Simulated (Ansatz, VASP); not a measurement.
**Gd: VASP beside Ansatz**

File INCAR:

```
PREC     = Accurate       # precision mode
ENCUT    = 520            # plane-wave cutoff, eV
EDIFF    = 1E-8           # SCF threshold, eV
ISMEAR   = -1             # smearing method
SIGMA    = 0.05           # smearing width, eV
LREAL    = F              # projectors in reciprocal space
LASPH    = T              # aspherical terms in the spheres
NELM     = 200            # most SCF steps
ALGO     = Normal         # electronic algorithm
ISIF     = 2              # what is computed and relaxed
LWAVE    = F              # write WAVECAR
LCHARG   = F              # write CHGCAR
ISPIN    = 2              # spin polarisation
MAGMOM   = 7              # initial moments
LORBIT   = 11             # projections on sites
LMAXMIX  = 6              # l up to which the mixer works
GGA      = PE             # functional
LEFG     = T            
NBANDS   = 19             # bands
GGA_COMPAT= F
```

KPOINTS

```
Automatic mesh
0
Gamma
  10 10 10
```

The input POSCAR:

```
Gd
1.0
    3.1942133354      0.0000000000      0.0000000000
    0.0000000000      3.1942133354      0.0000000000
    0.0000000000      0.0000000000      3.1942133354
Gd
1
Direct
    0.0000000000      0.0000000000      0.0000000000
```

Input for Ansatz:

```yaml
crystal:
  lattice:
    - [3.1942133354, 0.0, 0.0]
    - [0.0, 3.1942133354, 0.0]
    - [0.0, 0.0, 3.1942133354]
  atoms:
    - { symbol: Gd, position: [0.0, 0.0, 0.0], spin: 7.0 }
magnetization:
  spin_polarized: true
kpoints:
  mp_grid: { grid: [10, 10, 10] }
scf:
  occupations: { method: fermi_dirac, width: 0.05 }
hamiltonian:
  xc: pbe
  pseudopotentials: { kind: paw }
output:
  forces: true
  stress: true
  eigenvalues: true
  efg: { contact_densities: true }
  write_density: true
  write_potential: true
  elf: true
  volumetric_format: npy
```

Change from the starting cell: volume scaled by 0.9405, PAW files.

Alike in both runs: task electric field gradients; functional PBE; k mesh 10 × 10 × 10; occupations fermi-dirac, width 0.05 eV; collinear spin.

|  | VASP | Ansatz |
| --- | --- | --- |
| version | VASP 6.6.1 | Ansatz 0.2.0 |
| potentials or method | VASP PAW PBE potentials, release 64 (Gd) | PAW with Ansatz's default frozen-core files, scalar-relativistic |
| plane-wave cutoff (eV) | 520 | 420 |
| valence electrons in the cell | 18 | 18 |

|  | VASP | Ansatz | Ansatz less VASP |
| --- | --- | --- | --- |
| pressure (GPa) | 1.8 | 1.8 | +0.04 |
| net moment per atom (μB) | 7.87 | 7.87 | -0.004 |
| size of the moment on the site where the two differ most (μB) | 7.16 | 7.48 | +0.318 |

Site moments also hang on the region over which each program counts them.

Neither program's run includes spin-orbit coupling.
